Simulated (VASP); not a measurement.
# In2O3 (Ia-3) in VASP: single point with LDA

Aim: the single point of In2O3 with LDA.

Program: VASP 6.6.1. These are calculated values, not measurements. Logs are shortened: lines on timing, memory, paths and dates and some standing lists are left out, and cuts for length are marked.

### Step 1. The cell of the first run

The structure is cubic, space group Ia-3 (No. 206). Conventional cell: a = 10.066 Å, b = 10.066 Å, c = 10.066 Å, α = 90.00°, β = 90.00°, γ = 90.00°. In (site symmetry -3) has 6 O at 2.16 Å within 2.9 Å. In (site symmetry 2) has 6 O at 2.12 to 2.21 Å within 2.8 Å. Within 2.8 Å of O (site symmetry 1) lie 4 In at 2.12 to 2.21 Å and 4 O at 2.78 to 2.80 Å.

### Step 2. Single point, LDA

File INCAR:

```
SYSTEM = In2O3
ALGO = Normal
EDIFF = 1E-6
ENCUT = 520
ISIF = 2
ISMEAR = 0
LASPH = .True.
LCHARG = .False.
LREAL = Auto
LWAVE = .False.
NBANDS = 202
NELM = 100
PREC = Accurate
SIGMA = 0.01
```

File KPOINTS:

```
k-points
0
Gamma
  2 2 2
  0 0 0
```

File POSCAR:

```
In2O3
1.0
   -5.0332075000      5.0332075000      5.0332075000
    5.0332075000     -5.0332075000      5.0332075000
    5.0332075000      5.0332075000     -5.0332075000
In O
16 24
Direct
    0.5000000000      0.5000000000      0.5000000000
    0.5000000000      0.0000000000      0.0000000000
    0.0000000000      0.5000000000      0.0000000000
    0.0000000000      0.0000000000      0.5000000000
    0.2500000000      0.7163715807      0.4663715807
    0.7500000000      0.7836284193      0.0336284193
    0.4663715807      0.2500000000      0.7163715807
    0.0336284193      0.7500000000      0.7836284193
    0.7163715807      0.4663715807      0.2500000000
    0.7836284193      0.0336284193      0.7500000000
    0.7500000000      0.2836284193      0.5336284193
    0.2500000000      0.2163715807      0.9663715807
    0.5336284193      0.7500000000      0.2836284193
    0.9663715807      0.2500000000      0.2163715807
    0.2836284193      0.5336284193      0.7500000000
    0.2163715807      0.9663715807      0.2500000000
    0.5362549948      0.7720370856      0.5444612483
    0.7275758372      0.9917937465      0.9555387517
    0.9637450052      0.5082062535      0.2357820908
    0.7724241628      0.7279629144      0.2642179092
    0.5444612483      0.5362549948      0.7720370856
    0.9555387517      0.7275758372      0.9917937465
    0.2357820908      0.9637450052      0.5082062535
    0.2642179092      0.7724241628      0.7279629144
    0.7720370856      0.5444612483      0.5362549948
    0.9917937465      0.9555387517      0.7275758372
    0.5082062535      0.2357820908      0.9637450052
    0.7279629144      0.2642179092      0.7724241628
    0.4637450052      0.2279629144      0.4555387517
    0.2724241628      0.0082062535      0.0444612483
    0.0362549948      0.4917937465      0.7642179092
    0.2275758372      0.2720370856      0.7357820908
    0.4555387517      0.4637450052      0.2279629144
    0.0444612483      0.2724241628      0.0082062535
    0.7642179092      0.0362549948      0.4917937465
    0.7357820908      0.2275758372      0.2720370856
    0.2279629144      0.4555387517      0.4637450052
    0.0082062535      0.0444612483      0.2724241628
    0.4917937465      0.7642179092      0.0362549948
    0.2720370856      0.7357820908      0.2275758372
```

Potentials or basis: VASP PAW LDA potentials, release 64 (In_d, O).

On the command line:

```bash
cat potpaw_LDA.64/In_d/POTCAR potpaw_LDA.64/O/POTCAR > POTCAR
mpirun -np 1 vasp_std > vasp.out
```

OUTCAR:

```text
SYSTEM = In2O3
   EDIFF = 1E-6
   ENCUT = 520
   ISIF = 2
   ISMEAR = 0
   LASPH = .True.
   LREAL = Auto
   NELM = 100
   PREC = Accurate

 ion  position               nearest neighbor table
   1  0.500  0.500  0.500-  17 2.16  21 2.16  25 2.16  29 2.16  33 2.16  37 2.16   5 3.33   7 3.33
                             9 3.33  11 3.33  13 3.33  15 3.33   8 3.81  10 3.81   6 3.81  12 3.81
   2  0.500  0.000  0.000-  18 2.16  30 2.16  24 2.16  36 2.16  27 2.16  39 2.16   6 3.33   8 3.33
                             9 3.33  12 3.33  14 3.33  15 3.33  13 3.81   7 3.81  10 3.81  16 3.81
   3  0.000  0.500  0.000-  22 2.16  34 2.16  28 2.16  40 2.16  19 2.16  31 2.16   5 3.33   8 3.33
                            10 3.33  11 3.33  14 3.33  16 3.33  12 3.81   9 3.81  15 3.81   6 3.81
   4  0.000  0.000  0.500-  26 2.16  38 2.16  32 2.16  20 2.16  35 2.16  23 2.16   6 3.33   7 3.33
                            10 3.33  12 3.33  13 3.33  16 3.33   5 3.81   8 3.81  14 3.81  15 3.81
   5  0.250  0.716  0.466-  24 2.12  23 2.12  17 2.18  19 2.18  37 2.21  40 2.21   1 3.33   3 3.33
                            15 3.35  16 3.35  13 3.35  14 3.35   2 3.81   4 3.81   7 3.82   8 3.82
   6  0.750  0.784  0.034-  21 2.12  22 2.12  20 2.18  18 2.18  39 2.21  38 2.21   2 3.33   4 3.33
                            15 3.35  16 3.35  13 3.35  14 3.35   3 3.81   1 3.81  10 3.82   8 3.82
   7  0.466  0.250  0.716-  28 2.12  27 2.12  21 2.18  23 2.18  29 2.21  32 2.21   1 3.33   4 3.33
                            15 3.35  16 3.35  11 3.35  12 3.35   2 3.81   3 3.81   6 3.82  10 3.82
   8  0.034  0.750  0.784-  25 2.12  26 2.12  24 2.18  22 2.18  31 2.21  30 2.21   2 3.33   3 3.33
                            15 3.35  16 3.35  11 3.35  12 3.35   4 3.81   1 3.81  10 3.82   5 3.82
   9  0.716  0.466  0.250-  20 2.12  19 2.12  25 2.18  27 2.18  33 2.21  36 2.21   1 3.33   2 3.33
[... 37 lines left out ...]
  39  0.492  0.764  0.036-  13 2.12   2 2.16  15 2.18   6 2.21
  40  0.272  0.736  0.228-  13 2.12   3 2.16  16 2.18   5 2.21

  LATTYP: Found a body centered cubic cell.
 ALAT       =    10.0664150000

  Lattice vectors:

 A1 = (  -5.0332075000,   5.0332075000,   5.0332075000)
 A2 = (   5.0332075000,  -5.0332075000,   5.0332075000)
 A3 = (   5.0332075000,   5.0332075000,  -5.0332075000)

Analysis of symmetry for initial positions (statically):
=====================================================================
 Subroutine PRICEL returns:
 Original cell was already a primitive cell.

 Routine SETGRP: Setting up the symmetry group for a
 body centered cubic supercell.

 Subroutine GETGRP returns: Found 24 space group operations
 (whereof  6 operations were pure point group operations)
 out of a pool of 48 trial point group operations.

The static configuration has the point symmetry S_6 .
 The point group associated with its full space group is T_h .

[... 179 lines left out ...]
   NUPDOWN=      -1.0000    fix difference up-down
   EMIN   =  10.00;   EMAX   =-10.00  energy-range for DOS
   EFERMI =   0.00;   METHOD = LEGACY
   ISMEAR =     0;   SIGMA  =   0.01  broadening in eV -4-tet -1-fermi 0-gaus
   EFERMI_NEDOS =   21; number of points for ismear=-14 and -15
   IALGO  =     38    algorithm
   IMIX   =      4    mixing-type and parameters
     AMIX     =   0.40;   BMIX     =  1.00
     AMIX_MAG =   1.60;   BMIX_MAG =  1.00
  volume/ion in A,a.u.               =      12.75        86.05
  Fermi-wavevector in a.u.,A,eV,Ry     =   1.446741  2.733945 28.477816  2.093060
  Thomas-Fermi vector in A             =   2.564775
   LORBIT       =      0    0 simple, 1 ext, 2 COOP (PROOUT), +10 PAW based schemes
   GGA     = CA    functional components
   LHFCALC =     F    Hartree Fock is set to
   AEXX    =    0.0000 exact exchange contribution
   IVDW    =     0    specifies the selected vdW correction
   LEPSILON=     F    determine dielectric tensor
   LRPA    =     F    only Hartree local field effects (RPA)
 non-spin polarized calculation
 Gauss-broadening in eV      SIGMA  =   0.01
  energy-cutoff  :      520.00
  volume of cell :      510.03
 maximum number of plane-waves:     13811
 NGX is ok and might be reduce to    70
   NGX = 33   NGY = 33   NGZ = 33

 number of electron     352.0000137 magnetization

 Free energy of the ion-electron system (eV)
  ---------------------------------------------------
  ext. energy  EPLUGINS =         0.00000000
  ---------------------------------------------------
  free energy    TOTEN  =      -255.59410339 eV

  energy without entropy =     -255.59410339  energy(sigma->0) =     -255.59410339

 E-fermi :   5.4787     XC(G=0): -11.6350

 val. band max:        5.4035325438   @ k =   0.0000   0.0000   0.0000
 cond. band min:       6.5839051426   @ k =   0.0000   0.0000   0.0000
 fundamental gap:      1.1803725988
 Fermi energy:         5.4787036778

 k-point     1 :       0.0000    0.0000    0.0000
  band No.  band energies     occupation
      1     -12.3131      2.00000
      2     -11.6380      2.00000
      3     -11.6380      2.00000
      4     -11.5606      2.00000
      5     -11.5606      2.00000
      6     -11.5606      2.00000
[... 562 lines left out ...]
    187      11.8200      0.00000
    188      12.0255      0.00000
 [bands above 188 left out]

------------------------ aborting loop because EDIFF is reached ----------------------------------------

  FORCE on cell =-STRESS in cart. coord.  units (eV):
  Direction    XX          YY          ZZ          XY          YZ          ZX
  --------------------------------------------------------------------------------------
  -------------------------------------------------------------------------------------
  Total        1.4176257      1.4176257      1.4176257      0.0000000      0.0000000      0.0000000
  in kB        4.4532560      4.4532560      4.4532560      0.0000000      0.0000000      0.0000000
  external PRESSURE =       4.4532560 kB  Pullay stress =       0.0000000 kB

 VOLUME and BASIS-vectors are now :
 -----------------------------------------------------------------------------
  energy-cutoff  :      520.00
  volume of cell :      510.03
      direct lattice vectors                 reciprocal lattice vectors
    -5.033207500  5.033207500  5.033207500     0.000000000  0.099340232  0.099340232
     5.033207500 -5.033207500  5.033207500     0.099340232  0.000000000  0.099340232
     5.033207500  5.033207500 -5.033207500     0.099340232  0.099340232  0.000000000

 POSITION                                       TOTAL-FORCE (eV/Angst)
 -----------------------------------------------------------------------------------
      2.51660      2.51660      2.51660        -0.000000      0.000000     -0.000000
     -2.51660      2.51660      2.51660        -0.000000      0.000000      0.000000
      2.51660     -2.51660      2.51660        -0.000000      0.000000     -0.000000
      2.51660      2.51660     -2.51660        -0.000000      0.000000      0.000000
      4.69469      0.00000      2.51660        -0.015199     -0.000000      0.000000
      0.33852      0.00000      7.54981         0.015199      0.000000     -0.000000
[... 32 lines left out ...]
      1.55365     -1.18869      6.13929         0.003951     -0.003931     -0.008165
      3.47956     -1.18869      3.92713        -0.003951     -0.003931      0.008165
 -----------------------------------------------------------------------------------
    total drift:                               -0.000000      0.000000      0.000000

  FREE ENERGIE OF THE ION-ELECTRON SYSTEM (eV)
  ---------------------------------------------------
  free  energy   TOTEN  =      -255.5941033940 eV

  energy  without entropy=     -255.5941033940  energy(sigma->0) =     -255.59410339
```

OSZICAR:

```text
N       E                     dE             d eps       ncg     rms          rms(c)
DAV:   1     0.662307665087E+04    0.66231E+04   -0.14692E+05  1220   0.253E+03
DAV:   2     0.160116703186E+04   -0.50219E+04   -0.48681E+04  1212   0.787E+02
DAV:   3    -0.245545987069E+02   -0.16257E+04   -0.15331E+04  1252   0.359E+02
DAV:   4    -0.286642058792E+03   -0.26209E+03   -0.25728E+03  1688   0.146E+02
DAV:   5    -0.295410337094E+03   -0.87683E+01   -0.86866E+01  1632   0.314E+01    0.462E+01
DAV:   6    -0.255730254260E+03    0.39680E+02   -0.18275E+02  1872   0.672E+01    0.396E+01
DAV:   7    -0.256299731809E+03   -0.56948E+00   -0.18107E+01  1504   0.121E+01    0.989E+00
DAV:   8    -0.255808850533E+03    0.49088E+00   -0.14814E+00  1896   0.432E+00    0.479E+00
DAV:   9    -0.255598768990E+03    0.21008E+00   -0.31221E-01  1800   0.344E+00    0.714E-01
DAV:  10    -0.255593232112E+03    0.55369E-02   -0.64653E-02  1696   0.144E+00    0.256E-01
DAV:  11    -0.255594340736E+03   -0.11086E-02   -0.96074E-03  1872   0.339E-01    0.170E-01
DAV:  12    -0.255594095965E+03    0.24477E-03   -0.25649E-03  1728   0.256E-01    0.427E-02
DAV:  13    -0.255594102787E+03   -0.68218E-05   -0.14856E-04  1824   0.632E-02    0.161E-02
DAV:  14    -0.255594103394E+03   -0.60700E-06   -0.80723E-06  1432   0.158E-02
   1 F= -.25559410E+03 E0= -.25559410E+03  d E =-.609227E-27
```

Wall time 9.1 min (1 thread of AMD EPYC 9R45 (Zen 5), shared host); peak memory 0.56 GiB.

Results:

| Item | Value |
| --- | --- |
| Free energy | -255.5941 eV |
| Pressure | 0.4 GPa |
| Largest force | 0.015 eV/Å |
| Band gap on the k mesh | 1.18 eV |

Forces in eV/Å, atoms in the order of the input:
```
In   0.000  0.000  0.000
In   0.000  0.000  0.000
In   0.000  0.000  0.000
In   0.000  0.000  0.000
In  -0.015  0.000  0.000
In   0.015  0.000  0.000
In   0.000 -0.015  0.000
In   0.000  0.015  0.000
In   0.000  0.000 -0.015
In   0.000  0.000  0.015
In   0.015  0.000  0.000
In  -0.015  0.000  0.000
In   0.000  0.015  0.000
In   0.000 -0.015  0.000
In   0.000  0.000  0.015
In   0.000  0.000 -0.015
O    0.008  0.004 -0.004
O   -0.008 -0.004 -0.004
O    0.008 -0.004  0.004
O   -0.008  0.004  0.004
O   -0.004  0.008  0.004
O   -0.004 -0.008 -0.004
O    0.004  0.008 -0.004
O    0.004 -0.008  0.004
O    0.004 -0.004  0.008
O   -0.004 -0.004 -0.008
O   -0.004  0.004  0.008
O    0.004  0.004 -0.008
O   -0.008 -0.004  0.004
O    0.008  0.004  0.004
O   -0.008  0.004 -0.004
O    0.008 -0.004 -0.004
O    0.004 -0.008 -0.004
O    0.004  0.008  0.004
O   -0.004 -0.008  0.004
O   -0.004  0.008 -0.004
O   -0.004  0.004 -0.008
O    0.004  0.004  0.008
O    0.004 -0.004 -0.008
O   -0.004 -0.004  0.008
```

Levels at points of the mesh, in eV from the valence-band top:
```tsv
k point	band 172	band 173	band 174	band 175	band 176	band 177	band 178	band 179	band 180	band 181
(0.00, 0.00, 0.00)	-0.26	-0.26	0.00	0.00	0.00	1.18	5.49	5.49	5.49	5.54
(0.50, 0.00, 0.00)	-0.23	-0.16	-0.16	-0.04	-0.04	3.26	3.26	5.00	5.00	5.09
(0.50, 0.50, 0.50)	-0.24	-0.24	-0.24	-0.24	-0.17	4.12	4.12	4.12	4.19	4.19
```

Caveat: the k points lie up to 0.44 Å⁻¹ apart; spin-orbit coupling is left out, which moves the levels of the heavy elements.
